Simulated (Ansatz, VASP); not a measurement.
Two plane-wave programs on MnPtS3

Contents of INCAR:

```
PREC = Accurate ; ENCUT = 520
EDIFF = 1E-7 ; ISMEAR = 0
SIGMA = 0.1 ; LREAL = False
LASPH = True ; NELM = 150
ALGO = Normal ; ISIF = 2
LWAVE = False ; LCHARG = False
ISPIN = 2 ; MAGMOM = 4 0 0 0 0
LORBIT = 11 ; LMAXMIX = 4
GGA = PE ; NBANDS = 32
```

KPOINTS

```
Automatic mesh
0
Gamma
  4 4 4
```

The input POSCAR:

```
MnPtS3
1.0
    4.7785870300      0.0000000000      0.0000000000
    0.0000000000      4.7785870300      0.0000000000
    0.0000000000      0.0000000000      4.7785870300
Mn Pt S
1 1 3
Direct
    0.0000000000      0.0000000000      0.0000000000
    0.5000000000      0.5000000000      0.5000000000
    0.0000000000      0.5000000000      0.5000000000
    0.5000000000      0.0000000000      0.5000000000
    0.5000000000      0.5000000000      0.0000000000
```

Input for Ansatz:

```yaml
crystal:
  lattice:
    - [4.77858703, 0.0, 0.0]
    - [0.0, 4.77858703, 0.0]
    - [0.0, 0.0, 4.77858703]
  atoms:
    - { symbol: Mn, position: [0.0, 0.0, 0.0], spin: 4.0 }
    - { symbol: Pt, position: [0.5, 0.5, 0.5] }
    - { symbol: S, position: [0.0, 0.5, 0.5] }
    - { symbol: S, position: [0.5, 0.0, 0.5] }
    - { symbol: S, position: [0.5, 0.5, 0.0] }
basis:
  ecutwfc: 420
kpoints:
  mp_grid: { grid: [4, 4, 4] }
hamiltonian:
  xc: pbe
scf:
  occupations: { method: gaussian, width: 0.1 }
  lower_state_search: "off"
output:
  forces: true
  stress: true
  eigenvalues: true
  populations: true
magnetization:
  spin_polarized: true
```

Change from the starting cell: species swapped into the Dy3AlC type (Pm-3m, No. 221).

Alike in both runs: task single point; functional PBE; k mesh 4 × 4 × 4; occupations gaussian, width 0.1 eV; collinear spin.

```csv
,VASP,Ansatz
version,VASP 6.6.1,Ansatz 0.2.0
potentials or method,"VASP PAW PBE potentials, release 64 (Mn_pv, Pt, S), cutoff 520 eV","scalar-relativistic, plane waves, PAW"
valence electrons in the cell,41,51
```

Ansatz gave:

| Item | Value |
| --- | --- |
| gap on the k mesh at the Fermi level (eV) | none |
| pressure (GPa) | -2.9 |
| net moment per atom (μB) | 0.78 |
| size of the moment on the site where the two differ most (μB) | 4.74 |

**Question.** What did VASP give for the same quantities?

**Answer.** gap on the k mesh at the Fermi level (eV): none; pressure (GPa): -3.1; net moment per atom (μB): 0.78; size of the moment on the site where the two differ most (μB): 4.50.

Site moments also hang on the region over which each program counts them. A gap of «none» marks a metal or a gap that the smearing closes. VASP's potentials hold 41 valence electrons a cell and Ansatz's 51, so a difference there can come from the potentials and not from the codes.

Spin-orbit coupling is off throughout.
